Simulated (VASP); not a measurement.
# InP (F-43m) in VASP: notebook

Runs on InP. Level: r2SCANh. Tasks: single point.

Everything below comes from runs of VASP 6.6.1. Logs are shortened: lines on timing, memory, paths and dates and some standing lists are left out, and cuts for length are marked.

## 1. The cell of the first run

It takes space group F-43m (No. 216, cubic). The conventional cell has a = 5.741 Å, b = 5.741 Å, c = 5.741 Å, α = 90.00°, β = 90.00°, γ = 90.00°. Within 3.3 Å of In (site symmetry -43m) lie 4 P at 2.49 Å. P (site symmetry -43m) has 4 In at 2.49 Å within 3.3 Å.

## 2. Single point, r2SCANh

POSCAR reads:

```
InP
1.0
    0.0000000000      2.8706770916      2.8706770916
    2.8706770916      0.0000000000      2.8706770916
    2.8706770916      2.8706770916      0.0000000000
In P
1 1
Direct
    0.0000000000      0.0000000000      0.0000000000
    0.7500000000      0.7500000000      0.7500000000
```

INCAR.step1 reads:

```
  PREC = Accurate
  ENCUT = 520
  EDIFF = 1E-5
  ISMEAR = -1
  SIGMA = 0.05
  LREAL = False
  LASPH = True
  NELM = 80
  ALGO = Normal
  ISIF = 2
  LWAVE = True
  NBANDS = 16
  GGA = PE
```

INCAR.step2 reads:

```
  PREC = Accurate
  ENCUT = 520
  EDIFF = 1E-6
  ISMEAR = -1
  SIGMA = 0.05
  LREAL = False
  LASPH = True
  NELM = 80
  ALGO = Normal
  ISIF = 2
  LWAVE = False
  LCHARG = True
  METAGGA = R2SCAN
  LHFCALC = True
  AEXX = 0.1
  LMIXTAU = True
  PRECFOCK = Normal
  LELF = True
  LVHAR = True
  NBANDS = 16
  ISTART = 1
```

KPOINTS reads:

```
regular mesh
0
Gamma
  4 4 4
```

Potentials or basis: VASP PAW PBE potentials, release 64 (In_d, P).

Started as:

```bash
> cat potpaw_PBE.64/In_d/POTCAR potpaw_PBE.64/P/POTCAR > POTCAR
> cp INCAR.step1 INCAR
> mpirun -np 1 vasp_std > vasp.out
> cp INCAR.step2 INCAR
> mpirun -np 1 vasp_std > vasp.out
```

OUTCAR:

```text
PREC = Accurate
   ENCUT = 520
   EDIFF = 1E-6
   ISMEAR = -1
   LREAL = False
   LASPH = True
   NELM = 80
   ISIF = 2
   METAGGA = R2SCAN
   LHFCALC = True
   AEXX = 0.1
   PRECFOCK = Normal
   ISTART = 1

 ion  position               nearest neighbor table
   1  0.000  0.000  0.000-   2 2.49   2 2.49   2 2.49   2 2.49
   2  0.750  0.750  0.750-   1 2.49   1 2.49   1 2.49   1 2.49

  LATTYP: Found a face centered cubic cell.
 ALAT       =     5.7413541832

  Lattice vectors:

 A1 = (   0.0000000000,   2.8706770916,   2.8706770916)
 A2 = (   2.8706770916,   0.0000000000,   2.8706770916)
 A3 = (   2.8706770916,   2.8706770916,   0.0000000000)

Analysis of symmetry for initial positions (statically):
=====================================================================
 Subroutine PRICEL returns:
 Original cell was already a primitive cell.

 Routine SETGRP: Setting up the symmetry group for a
 face centered cubic supercell.

 Subroutine GETGRP returns: Found 24 space group operations
 (whereof 24 operations were pure point group operations)
 out of a pool of 48 trial point group operations.

The static configuration has the point symmetry T_d .

Analysis of symmetry for dynamics (positions and initial velocities):
=====================================================================
 Subroutine PRICEL returns:
 Original cell was already a primitive cell.

 Routine SETGRP: Setting up the symmetry group for a
 face centered cubic supercell.

 Subroutine GETGRP returns: Found 24 space group operations
 (whereof 24 operations were pure point group operations)
 out of a pool of 48 trial point group operations.

The dynamic configuration has the point symmetry T_d .

 Subroutine INISYM returns: Found 24 space group operations
 (whereof 24 operations are pure point group operations),
 and found     1 'primitive' translations

----------------------------------------------------------------------------------------

                                     Primitive cell

  volume of cell :      47.3133

  direct lattice vectors                    reciprocal lattice vectors
     0.000000000  2.870677092  2.870677092    -0.174174936  0.174174936  0.174174936
[... 72 lines left out ...]
   NSW    =      0    number of steps for IOM
   IBRION =     -1    ionic relax: 0-MD 1-quasi-New 2-CG
   NFREE  =      0    steps in history (QN), initial steepest desc. (CG)
   ISIF   =      2    stress and relaxation
   ISYM   =      3    0-nonsym 1-usesym 2-fastsym
   POTIM  = 0.5000    time-step for ionic-motion
   TEBEG  =    0.0;   TEEND  =   0.0 temperature during run
   PSTRESS=    0.0 pullay stress
   NELECT =      18.0000    total number of electrons
   NUPDOWN=      -1.0000    fix difference up-down
   EMIN   =  10.00;   EMAX   =-10.00  energy-range for DOS
   EFERMI =   0.00;   METHOD = LEGACY
   ISMEAR =    -1;   SIGMA  =   0.05  broadening in eV -4-tet -1-fermi 0-gaus
   EFERMI_NEDOS =   21; number of points for ismear=-14 and -15
   IALGO  =     38    algorithm
   IMIX   =      1    mixing-type and parameters
     AMIX     =   0.40;   BMIX     =  1.00
     AMIX_MAG =   1.60;   BMIX_MAG =  1.00
  volume/ion in A,a.u.               =      23.66       159.64
  Fermi-wavevector in a.u.,A,eV,Ry     =   1.186237  2.241662 19.145537  1.407157
  Thomas-Fermi vector in A             =   2.322414
   LORBIT       =      0    0 simple, 1 ext, 2 COOP (PROOUT), +10 PAW based schemes
   METAGGA = R2SCAN    functional components
   LHFCALC =     T    Hartree Fock is set to
   PRECFOCK=normal    Normal, Fast or Accurate (Low or Medium for compatibility)
   ENCUT4O =  -1.0   cutoff for four orbital integrals eV
   NKREDX  =     1    reduce k-point grid by
   NKREDY  =     1    reduce k-point grid by
   NKREDZ  =     1    reduce k-point grid by
   AEXX    =    0.1000 exact exchange contribution
   HFSCREEN=    0.0000 screening length (either q_TF or 0.3 A-1)
   HFSCREENC=   0.0000 screening length for correlation (either q_TF or 0.3 A-1)
   ENCUTFOCK=  -1.0 apply spherical cutoff to Coloumb kernel
   IVDW    =     0    specifies the selected vdW correction
   LEPSILON=     F    determine dielectric tensor
   LRPA    =     F    only Hartree local field effects (RPA)
 non-spin polarized calculation
  energy-cutoff  :      520.00
  volume of cell :       47.31
 maximum number of plane-waves:      1287
  NGX = 24; NGY = 24; NGZ = 24

 number of electron      17.9999999 magnetization

 Free energy of the ion-electron system (eV)
  ---------------------------------------------------
  ext. energy  EPLUGINS =         0.00000000
  ---------------------------------------------------
  free energy    TOTEN  =       -30.76725323 eV

  energy without entropy =      -30.76725323  energy(sigma->0) =      -30.76725323

 E-fermi :   6.5104     XC(G=0):  -9.2710

 val. band max:        5.4623806837   @ k =   0.0000   0.0000   0.0000
 cond. band min:       7.5288819553   @ k =   0.0000   0.0000   0.0000
 fundamental gap:      2.0665012716
 Fermi energy:         6.5103570613

 k-point     1 :       0.0000    0.0000    0.0000
  band No.  band energies     occupation
      1     -10.0010      2.00000
      2     -10.0010      2.00000
      3     -10.0010      2.00000
      4      -9.7866      2.00000
      5      -9.7866      2.00000
      6      -7.4447      2.00000
[... 129 lines left out ...]
      3      -9.8724      2.00000
      4      -9.8160      2.00000
      5      -9.7676      2.00000
      6      -4.4702      2.00000
[... 8 lines left out ...]
     15      18.3515      0.00000
     16      19.1886      0.00000

------------------------ aborting loop because EDIFF is reached ----------------------------------------

  FORCE on cell =-STRESS in cart. coord.  units (eV):
  Direction    XX          YY          ZZ          XY          YZ          ZX
  --------------------------------------------------------------------------------------
  -------------------------------------------------------------------------------------
  Total        1.9462910      1.9462910      1.9462910     -0.0000000      0.0000000     -0.0000000
  in kB       65.9075732     65.9075732     65.9075732     -0.0000000      0.0000000     -0.0000000
  external PRESSURE =      65.9075732 kB  Pullay stress =       0.0000000 kB

 VOLUME and BASIS-vectors are now :
 -----------------------------------------------------------------------------
  energy-cutoff  :      520.00
  volume of cell :       47.31
      direct lattice vectors                 reciprocal lattice vectors
     0.000000000  2.870677092  2.870677092    -0.174174936  0.174174936  0.174174936
     2.870677092  0.000000000  2.870677092     0.174174936 -0.174174936  0.174174936
     2.870677092  2.870677092  0.000000000     0.174174936  0.174174936 -0.174174936

 POSITION                                       TOTAL-FORCE (eV/Angst)
 -----------------------------------------------------------------------------------
      0.00000      0.00000      0.00000        -0.000000     -0.000000     -0.000000
      4.30602      4.30602      4.30602         0.000000      0.000000      0.000000
 -----------------------------------------------------------------------------------
    total drift:                               -0.000004     -0.000021     -0.000003

  FREE ENERGIE OF THE ION-ELECTRON SYSTEM (eV)
  ---------------------------------------------------
  free  energy   TOTEN  =       -30.7672532306 eV

  energy  without entropy=      -30.7672532304  energy(sigma->0) =      -30.76725323
```

OUTCAR.step1:

```text
PREC = Accurate
   ENCUT = 520
   EDIFF = 1E-5
   ISMEAR = -1
   LREAL = False
[... 354 lines left out ...]
      0.00000      0.00000      0.00000         0.000000      0.000000      0.000000
      4.30602      4.30602      4.30602        -0.000000     -0.000000     -0.000000
 -----------------------------------------------------------------------------------
    total drift:                                0.000000      0.000000      0.000000

  FREE ENERGIE OF THE ION-ELECTRON SYSTEM (eV)
  ---------------------------------------------------
  free  energy   TOTEN  =        -8.1578598038 eV

  energy  without entropy=       -8.1578578464  energy(sigma->0) =       -8.15785883
```

Wall time 4.9 min (1 thread of Intel Xeon Platinum 8488C (Sapphire Rapids), shared host); peak memory 0.18 GiB.

What came out:

| Property | Result |
| --- | --- |
| Free energy | -30.7673 eV |
| Pressure | 6.6 GPa |
| Band gap on the k mesh | 2.07 eV |

Caveat: the k points lie up to 0.47 Å⁻¹ apart; the PAW data sets were made with another functional, which shifts forces and pressure a little; spin-orbit coupling is left out, which moves the levels of the heavy elements. A k mesh can miss the band edges.

(Continued in part 2 of 3.)
